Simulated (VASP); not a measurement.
Input of a VASP 6.6.1 run:

POSCAR

```
HC4
1.0
    5.0350011261      0.0000000000      0.0000000000
    0.0000000000      2.5175005631      0.0000000000
    0.0000000000      0.0000000000     19.7329018234
C H
16 4
Direct
    0.5000000000      0.5000000000      0.2357689632
    0.0000000000      0.5000000000      0.2357689632
    0.5000000000      0.0000000000      0.2808748918
    0.0000000000      0.0000000000      0.2808748918
    0.7500000000      0.0000000000      0.3259808203
    0.2500000000      0.0000000000      0.3259808203
    0.7500000000      0.5000000000      0.3710867489
    0.2500000000      0.5000000000      0.3710867489
   -0.0016147125      0.5000000000      0.4209289854
    0.5009214951      0.5000000000      0.4139413286
   -0.0020613641      0.0000000000      0.4695847257
    0.5027568349      0.0000000000      0.4569485249
    0.2666126842      0.0000000000      0.5098495431
    0.7291213126      0.0000000000      0.5125343460
    0.3628982825      0.5000000000      0.5432241188
    0.6360418667      0.5000000000      0.5502681917
    0.6429144453      0.5000000000      0.1982508924
    0.3570855547      0.5000000000      0.1982508924
    0.1423584706      0.5000000000      0.1980631397
   -0.1423584706      0.5000000000      0.1980631397
```

INCAR.step1

```
SYSTEM = HC4
PREC = Accurate
ENCUT = 520
ISMEAR = 0
SIGMA = 0.05
LREAL = Auto
LASPH = .True.
NELM = 60
LDIPOL = .True.
IDIPOL = 3
DIPOL = 0.5 0.5 0.355
NBANDS = 50
GGA = PE
ALGO = Normal
EDIFF = 1E-4
LWAVE = .True.
LCHARG = .False.
```

The input INCAR.step2:

```
SYSTEM = HC4
PREC = Accurate
ENCUT = 520
EDIFF = 1E-7
ISMEAR = 0
SIGMA = 0.05
LREAL = Auto
LASPH = .True.
NELM = 60
ALGO = Normal
ISIF = 2
LWAVE = .False.
LCHARG = .False.
LDIPOL = .True.
IDIPOL = 3
DIPOL = 0.5 0.5 0.355
METAGGA = R2SCAN
LMIXTAU = .True.
NBANDS = 50
ISTART = 1
```

KPOINTS

```
Automatic mesh
0
Gamma
  5 10 1
  0 0 0
```

Potentials or basis: VASP PAW PBE potentials, release 64 (C, H).

The run is started by

```sh
$ cat potpaw_PBE.64/C/POTCAR potpaw_PBE.64/H/POTCAR > POTCAR
$ cp INCAR.step1 INCAR
$ mpirun -np 1 vasp_std > vasp.out
$ cp INCAR.step2 INCAR
$ mpirun -np 1 vasp_std > vasp.out
```

(1) Estimate the largest force.

(2) Predict the band gap on the k mesh.

Answers

(1) 1.910 eV/Å.

(2) 1.50 eV (least direct gap 1.83 eV).

Caveat: the PAW data sets were made with another functional, which shifts forces and pressure a little.
